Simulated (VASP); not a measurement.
# CoO (Fm-3m) in VASP: notebook

CoO is run at these levels: PBE; tasks: single point.

Program: VASP 6.6.1. These are calculated values, not measurements. Logs are shortened: lines on timing, memory, paths and dates and some standing lists are left out, and cuts for length are marked.

## 1. The cell of the first run

Symmetry: Fm-3m, No. 225, cubic system. The conventional cell has a = 4.291 Å, b = 4.291 Å, c = 4.291 Å, α = 90.00°, β = 90.00°, γ = 90.00°. Within 2.8 Å of Co (site symmetry m-3m) lie 6 O at 2.15 Å. Within 2.8 Å of O (site symmetry m-3m) lie 6 Co at 2.15 Å.

## 2. Single point, PBE, collinear spin, ferromagnetic start (volume scaled by 1.02)

Input file INCAR:

```
  PREC = Accurate
  ENCUT = 520
  EDIFF = 1E-7
  ISMEAR = -1
  SIGMA = 0.05
  LREAL = False
  LASPH = True
  NELM = 150
  ALGO = Normal
  ISIF = 2
  LWAVE = False
  LCHARG = False
  ISPIN = 2
  MAGMOM = 2 0
  LORBIT = 11
  LMAXMIX = 4
  GGA = PE
  NBANDS = 18
```

Input file KPOINTS:

```
regular mesh
0
Gamma
  16 16 16
```

Input file POSCAR:

```
CoO
1.0
    0.0000000000      2.1456163054      2.1456163054
    2.1456163054      0.0000000000      2.1456163054
    2.1456163054      2.1456163054      0.0000000000
Co O
1 1
Direct
    0.0000000000      0.0000000000      0.0000000000
    0.5000000000      0.5000000000      0.5000000000
```

Potentials or basis: VASP PAW PBE potentials, release 64 (Co, O).

Started as:

```bash
cat potpaw_PBE.64/Co/POTCAR potpaw_PBE.64/O/POTCAR > POTCAR
mpirun -np 1 vasp_std > vasp.out
```

OUTCAR:

```text
PREC = Accurate
   ENCUT = 520
   EDIFF = 1E-7
   ISMEAR = -1
   LREAL = False
   LASPH = True
   NELM = 150
   ISIF = 2
   ISPIN = 2
   LORBIT = 11
   GGA = PE

 ion  position               nearest neighbor table
   1  0.000  0.000  0.000-   2 2.15   2 2.15   2 2.15   2 2.15   2 2.15   2 2.15
   2  0.500  0.500  0.500-   1 2.15   1 2.15   1 2.15   1 2.15   1 2.15   1 2.15

  LATTYP: Found a face centered cubic cell.
 ALAT       =     4.2912326108

  Lattice vectors:

 A1 = (   0.0000000000,   2.1456163054,   2.1456163054)
 A2 = (   2.1456163054,   0.0000000000,   2.1456163054)
 A3 = (   2.1456163054,   2.1456163054,   0.0000000000)

Analysis of symmetry for initial positions (statically):
=====================================================================
 Subroutine PRICEL returns:
 Original cell was already a primitive cell.

 Routine SETGRP: Setting up the symmetry group for a
 face centered cubic supercell.

 Subroutine GETGRP returns: Found 48 space group operations
 (whereof 48 operations were pure point group operations)
 out of a pool of 48 trial point group operations.

The static configuration has the point symmetry O_h .

Analysis of symmetry for dynamics (positions and initial velocities):
=====================================================================
 Subroutine PRICEL returns:
 Original cell was already a primitive cell.

 Routine SETGRP: Setting up the symmetry group for a
 face centered cubic supercell.

 Subroutine GETGRP returns: Found 48 space group operations
 (whereof 48 operations were pure point group operations)
 out of a pool of 48 trial point group operations.

The dynamic configuration has the point symmetry O_h .

Analysis of structural, dynamic, and magnetic symmetry:
=====================================================================
 Subroutine PRICEL returns:
 Original cell was already a primitive cell.

 Routine SETGRP: Setting up the symmetry group for a
 face centered cubic supercell.

 Subroutine GETGRP returns: Found 48 space group operations
 (whereof 48 operations were pure point group operations)
 out of a pool of 48 trial point group operations.

The overall configuration has the point symmetry O_h .

 Subroutine INISYM returns: Found 48 space group operations
 (whereof 48 operations are pure point group operations),
 and found     1 'primitive' translations

----------------------------------------------------------------------------------------

                                     Primitive cell

[... 106 lines left out ...]
   EFERMI_NEDOS =   21; number of points for ismear=-14 and -15
   IALGO  =     38    algorithm
   IMIX   =      4    mixing-type and parameters
     AMIX     =   0.40;   BMIX     =  1.00
     AMIX_MAG =   1.60;   BMIX_MAG =  1.00
  volume/ion in A,a.u.               =       9.88        66.66
  Fermi-wavevector in a.u.,A,eV,Ry     =   1.493516  2.822336 30.349017  2.230590
  Thomas-Fermi vector in A             =   2.605906
   LORBIT       =     11    0 simple, 1 ext, 2 COOP (PROOUT), +10 PAW based schemes
   GGA     = PE    functional components
   LHFCALC =     F    Hartree Fock is set to
   AEXX    =    0.0000 exact exchange contribution
   IVDW    =     0    specifies the selected vdW correction
   LEPSILON=     F    determine dielectric tensor
   LRPA    =     F    only Hartree local field effects (RPA)
 spin polarized calculation
  energy-cutoff  :      520.00
  volume of cell :       19.76
 maximum number of plane-waves:       544
   NGX = 11   NGY = 11   NGZ = 11

 number of electron      15.0000007 magnetization       2.9489248

 Free energy of the ion-electron system (eV)
  ---------------------------------------------------
  ext. energy  EPLUGINS =         0.00000000
  ---------------------------------------------------
  free energy    TOTEN  =       -13.05292160 eV

  energy without entropy =      -13.01793330  energy(sigma->0) =      -13.03542745

 E-fermi :   7.5897     XC(G=0): -12.2823

 val. band max:        7.5876829578   @ k =  -0.2500   0.1875   0.0000
 cond. band min:       7.5936910245   @ k =  -0.1875   0.3125   0.1250
 fundamental gap:      0.0060080666
 Fermi energy:         7.5897407896

 spin component 1

 k-point     1 :       0.0000    0.0000    0.0000
  band No.  band energies     occupation
      1     -12.3881      1.00000
      2       4.3320      1.00000
      3       4.3321      1.00000
      4       4.5450      1.00000
      5       4.5450      1.00000
      6       4.5450      1.00000
[... 493 lines left out ...]
     17      30.3114      0.00000
     18      33.0963      0.00000

 [... further k-points ...]

 spin component 2

 k-point     1 :       0.0000    0.0000    0.0000
  band No.  band energies     occupation
      1     -11.8709      1.00000
      2       5.1559      1.00000
      3       5.1559      1.00000
      4       5.1559      1.00000
      5       6.5430      1.00000
      6       6.5430      1.00000
[... 493 lines left out ...]
     17      31.1199      0.00000
     18      33.9265      0.00000

 [... further k-points ...]
[... 5 lines left out ...]
  --------------------------------------------------------------------------------------
  -------------------------------------------------------------------------------------
  Total       -0.6652301     -0.6652301     -0.6652301      0.0000000      0.0000000     -0.0000000
  in kB      -53.9506018    -53.9506018    -53.9506018      0.0000000      0.0000000     -0.0000000
  external PRESSURE =     -53.9506018 kB  Pullay stress =       0.0000000 kB

 VOLUME and BASIS-vectors are now :
 -----------------------------------------------------------------------------
  energy-cutoff  :      520.00
  volume of cell :       19.76
      direct lattice vectors                 reciprocal lattice vectors
     0.000000000  2.145616305  2.145616305    -0.233033278  0.233033278  0.233033278
     2.145616305  0.000000000  2.145616305     0.233033278 -0.233033278  0.233033278
     2.145616305  2.145616305  0.000000000     0.233033278  0.233033278 -0.233033278

 POSITION                                       TOTAL-FORCE (eV/Angst)
 -----------------------------------------------------------------------------------
      0.00000      0.00000      0.00000        -0.000000      0.000000      0.000000
      2.14562      2.14562      2.14562         0.000000      0.000000      0.000000
 -----------------------------------------------------------------------------------
    total drift:                                0.000000     -0.000000     -0.000000

  FREE ENERGIE OF THE ION-ELECTRON SYSTEM (eV)
  ---------------------------------------------------
  free  energy   TOTEN  =       -13.0529216037 eV

  energy  without entropy=      -13.0179333033  energy(sigma->0) =      -13.03542745

 total charge

# of ion       s       p       d       tot
------------------------------------------
    1        0.288   0.342   7.125   7.755
    2        1.556   3.414   0.000   4.970
--------------------------------------------------
tot          1.844   3.756   7.125  12.725

 magnetization (x)

# of ion       s       p       d       tot
------------------------------------------
    1        0.020   0.017   2.551   2.588
    2        0.028   0.280   0.000   0.308
--------------------------------------------------
tot          0.048   0.297   2.551   2.896
```

stdout:

```text
POSCAR found type information on POSCAR CoO
 POSCAR found :  2 types and       2 ions
 scaLAPACK will be used
 LDA part: xc-table for (Slater+PW92), standard interpolation
 POSCAR, INCAR and KPOINTS ok, starting setup
 FFT: planning ... GRIDC
 FFT: planning ... GRID_SOFT
 FFT: planning ... GRID
 WAVECAR not read
 entering main loop
```

Run time: 42 s. Hardware: 1 thread of Intel Xeon 6975P-C (Granite Rapids), shared host; peak memory 0.2 GiB.

Results:

```yaml
Free_energy: -13.0529 eV
Pressure: -5.4 GPa
Net_moment: 2.95 μB per cell
Site_moments: Co +2.59; O +0.31 μB
Valence_electrons_inside_the_program's_atomic_spheres: Co 7.75; O 4.97
```

Caveat: a cell with one magnetic atom can't hold antiferromagnetic order, which such compounds often take; semilocal functionals often make such compounds metallic where correlation or magnetic order opens a gap, which also shifts bond lengths.

## 3. Single point, PBE, collinear spin, ferromagnetic start (volume scaled by 0.96)

Input file INCAR:

```
ALGO = Normal
EDIFF = 1E-6
ENCUT = 520
GGA = PE
ISIF = 2
ISMEAR = -1
ISPIN = 2
LASPH = T
LCHARG = F
LMAXMIX = 4
LORBIT = 11
LREAL = F
LWAVE = F
MAGMOM = 2 0
NBANDS = 18
NELM = 150
PREC = Accurate
SIGMA = 0.05
```

Input file KPOINTS:

```
k-points
0
Gamma
  16 16 16
```

Input file POSCAR:

```
CoO
1.0
    0.0000000000      2.1026924146      2.1026924146
    2.1026924146      0.0000000000      2.1026924146
    2.1026924146      2.1026924146      0.0000000000
Co O
1 1
Direct
    0.0000000000      0.0000000000      0.0000000000
    0.5000000000      0.5000000000      0.5000000000
```

Potentials or basis: VASP PAW PBE potentials, release 64 (Co, O).

Started as:

```bash
cat potpaw_PBE.64/Co/POTCAR potpaw_PBE.64/O/POTCAR > POTCAR
mpirun -np 1 vasp_std > vasp.out
```

OUTCAR:

```text
EDIFF = 1E-6
   ENCUT = 520
   GGA = PE
   ISIF = 2
   ISMEAR = -1
   ISPIN = 2
   LASPH = T
   LORBIT = 11
   LREAL = F
   NELM = 150
   PREC = Accurate

 ion  position               nearest neighbor table
   1  0.000  0.000  0.000-   2 2.10   2 2.10   2 2.10   2 2.10   2 2.10   2 2.10
   2  0.500  0.500  0.500-   1 2.10   1 2.10   1 2.10   1 2.10   1 2.10   1 2.10

  LATTYP: Found a face centered cubic cell.
 ALAT       =     4.2053848292

  Lattice vectors:

 A1 = (   0.0000000000,   2.1026924146,   2.1026924146)
 A2 = (   2.1026924146,   0.0000000000,   2.1026924146)
 A3 = (   2.1026924146,   2.1026924146,   0.0000000000)

Analysis of symmetry for initial positions (statically):
=====================================================================
 Subroutine PRICEL returns:
 Original cell was already a primitive cell.

 Routine SETGRP: Setting up the symmetry group for a
 face centered cubic supercell.

 Subroutine GETGRP returns: Found 48 space group operations
 (whereof 48 operations were pure point group operations)
 out of a pool of 48 trial point group operations.

The static configuration has the point symmetry O_h .

Analysis of symmetry for dynamics (positions and initial velocities):
=====================================================================
 Subroutine PRICEL returns:
 Original cell was already a primitive cell.

 Routine SETGRP: Setting up the symmetry group for a
 face centered cubic supercell.

 Subroutine GETGRP returns: Found 48 space group operations
 (whereof 48 operations were pure point group operations)
 out of a pool of 48 trial point group operations.

The dynamic configuration has the point symmetry O_h .

Analysis of structural, dynamic, and magnetic symmetry:
=====================================================================
 Subroutine PRICEL returns:
 Original cell was already a primitive cell.

 Routine SETGRP: Setting up the symmetry group for a
 face centered cubic supercell.

 Subroutine GETGRP returns: Found 48 space group operations
[... 146 lines left out ...]
  ---------------------------------------------------
  free energy    TOTEN  =       -13.05649564 eV

  energy without entropy =      -13.02062063  energy(sigma->0) =      -13.03855814

 E-fermi :   8.4596     XC(G=0): -12.6314

 val. band max:        8.4529038088   @ k =  -0.2500   0.1875   0.0625
 cond. band min:       8.4620295336   @ k =   0.3125   0.2500   0.0000
 fundamental gap:      0.0091257248
 Fermi energy:         8.4596039312

 spin component 1

 k-point     1 :       0.0000    0.0000    0.0000
  band No.  band energies     occupation
      1     -12.1003      1.00000
      2       5.1638      1.00000
      3       5.1639      1.00000
      4       5.1639      1.00000
      5       5.2438      1.00000
      6       5.2438      1.00000
[... 493 lines left out ...]
     17      32.1751      0.00000
     18      34.8554      0.00000

 [... further k-points ...]

 spin component 2

 k-point     1 :       0.0000    0.0000    0.0000
  band No.  band energies     occupation
      1     -11.6565      1.00000
      2       5.6597      1.00000
      3       5.6597      1.00000
      4       5.6597      1.00000
      5       7.2723      1.00000
      6       7.2723      1.00000
[... 493 lines left out ...]
     17      32.9907      0.00000
     18      35.6837      0.00000

 [... further k-points ...]

------------------------ aborting loop because EDIFF is reached ----------------------------------------

  FORCE on cell =-STRESS in cart. coord.  units (eV):
  Direction    XX          YY          ZZ          XY          YZ          ZX
  --------------------------------------------------------------------------------------
  -------------------------------------------------------------------------------------
  Total        0.5011320      0.5011320      0.5011320      0.0000000     -0.0000000      0.0000000
  in kB       43.1822673     43.1822673     43.1822673      0.0000000     -0.0000000      0.0000000
  external PRESSURE =      43.1822673 kB  Pullay stress =       0.0000000 kB

 VOLUME and BASIS-vectors are now :
 -----------------------------------------------------------------------------
  energy-cutoff  :      520.00
  volume of cell :       18.59
      direct lattice vectors                 reciprocal lattice vectors
     0.000000000  2.102692415  2.102692415    -0.237790367  0.237790367  0.237790367
     2.102692415  0.000000000  2.102692415     0.237790367 -0.237790367  0.237790367
     2.102692415  2.102692415  0.000000000     0.237790367  0.237790367 -0.237790367

 POSITION                                       TOTAL-FORCE (eV/Angst)
 -----------------------------------------------------------------------------------
      0.00000      0.00000      0.00000         0.000000      0.000000      0.000000
      2.10269      2.10269      2.10269         0.000000      0.000000      0.000000
 -----------------------------------------------------------------------------------
    total drift:                                0.000000     -0.000000     -0.000000

  FREE ENERGIE OF THE ION-ELECTRON SYSTEM (eV)
  ---------------------------------------------------
  free  energy   TOTEN  =       -13.0564956429 eV

  energy  without entropy=      -13.0206206290  energy(sigma->0) =      -13.03855814

 total charge

# of ion       s       p       d       tot
------------------------------------------
    1        0.304   0.381   7.182   7.867
    2        1.557   3.438   0.000   4.995
--------------------------------------------------
tot          1.861   3.819   7.182  12.862

 magnetization (x)

# of ion       s       p       d       tot
------------------------------------------
    1        0.021   0.019   2.409   2.449
    2        0.029   0.231   0.000   0.260
--------------------------------------------------
tot          0.050   0.249   2.409   2.709
```

OSZICAR:

```text
N       E                     dE             d eps       ncg     rms          rms(c)
DAV:   1     0.771289931547E+02    0.77129E+02   -0.66166E+03 10852   0.968E+02
DAV:   2    -0.106308489161E+02   -0.87760E+02   -0.75933E+02 10974   0.222E+02
DAV:   3    -0.153422791187E+02   -0.47114E+01   -0.45233E+01 12198   0.545E+01
DAV:   4    -0.153896649284E+02   -0.47386E-01   -0.47345E-01 12756   0.523E+00
DAV:   5    -0.153907181620E+02   -0.10532E-02   -0.10531E-02 12884   0.773E-01    0.166E+01
DAV:   6    -0.142136030436E+02    0.11771E+01   -0.15200E+01 13544   0.592E+01    0.189E+01
DAV:   7    -0.131477270554E+02    0.10659E+01   -0.60363E+00 13026   0.452E+01    0.787E+00
DAV:   8    -0.130671292155E+02    0.80598E-01   -0.33861E-01 14874   0.901E+00    0.418E+00
DAV:   9    -0.130641992247E+02    0.29300E-02   -0.14065E-01 15904   0.632E+00    0.215E+00
DAV:  10    -0.130583623784E+02    0.58368E-02   -0.38656E-02 15610   0.365E+00    0.787E-01
DAV:  11    -0.130565242934E+02    0.18381E-02   -0.18494E-02 14720   0.218E+00    0.226E-01
DAV:  12    -0.130564863452E+02    0.37948E-04   -0.18949E-03 14596   0.540E-01    0.581E-02
DAV:  13    -0.130564902244E+02   -0.38792E-05   -0.88582E-05 11782   0.733E-02    0.275E-02
DAV:  14    -0.130564957279E+02   -0.55036E-05   -0.76045E-06 12804   0.586E-02    0.211E-02
DAV:  15    -0.130564956429E+02    0.85055E-07   -0.37388E-06 12128   0.168E-02
   1 F= -.13056496E+02 E0= -.13038558E+02  d E =-.358750E-01  mag=     2.7543
```

stdout:

```text
POSCAR found type information on POSCAR CoO
 POSCAR found :  2 types and       2 ions
 scaLAPACK will be used
 LDA part: xc-table for (Slater+PW92), standard interpolation
 POSCAR, INCAR and KPOINTS ok, starting setup
 FFT: planning ... GRIDC
 FFT: planning ... GRID_SOFT
 FFT: planning ... GRID
 WAVECAR not read
 entering main loop
```

Wall time 59 s (1 thread of Intel Xeon 6975P-C, shared host); peak memory 0.21 GiB.

What came out:

```
Free energy                                           : -13.0565 eV
Pressure                                              : 4.3 GPa
Net moment                                            : 2.75 μB per cell
Site moments                                          : Co +2.45; O +0.26 μB
Valence electrons inside the program's atomic spheres : Co 7.87; O 5.00
```

Levels at points of the mesh, in eV from the Fermi level:
Spin up:
```tsv
k point	band 5	band 6	band 7	band 8	band 9	band 10	band 11	band 12	band 13	band 14
(0.00, 0.00, 0.00)	-3.22	-3.22	-3.04	-3.04	-3.04	1.21	16.98	18.46	18.46	18.46
(0.50, 0.00, 0.00)	-2.26	-2.26	-1.70	0.24	0.24	5.16	9.71	13.71	13.71	21.01
(0.50, 0.50, 0.00)	-3.98	-2.84	-2.27	-1.95	-1.95	6.15	10.06	11.89	16.21	16.21
```
Spin down:
```csv
k point,band 2,band 3,band 4,band 5,band 6,band 7,band 8,band 9,band 10,band 11
"(0.00, 0.00, 0.00)",-2.80,-2.80,-2.80,-1.19,-1.19,-1.19,0.01,0.01,1.72,16.90
"(0.50, 0.00, 0.00)",-7.95,-4.94,-4.94,-0.15,-0.15,0.17,2.77,2.77,5.43,10.44
"(0.50, 0.50, 0.00)",-6.73,-4.09,-4.09,-2.39,0.12,0.12,0.51,1.03,6.97,10.48
```

Caveat: a cell with one magnetic atom can't hold antiferromagnetic order, which such compounds often take; semilocal functionals often make such compounds metallic where correlation or magnetic order opens a gap, which also shifts bond lengths.

[end of part 1 of 2]
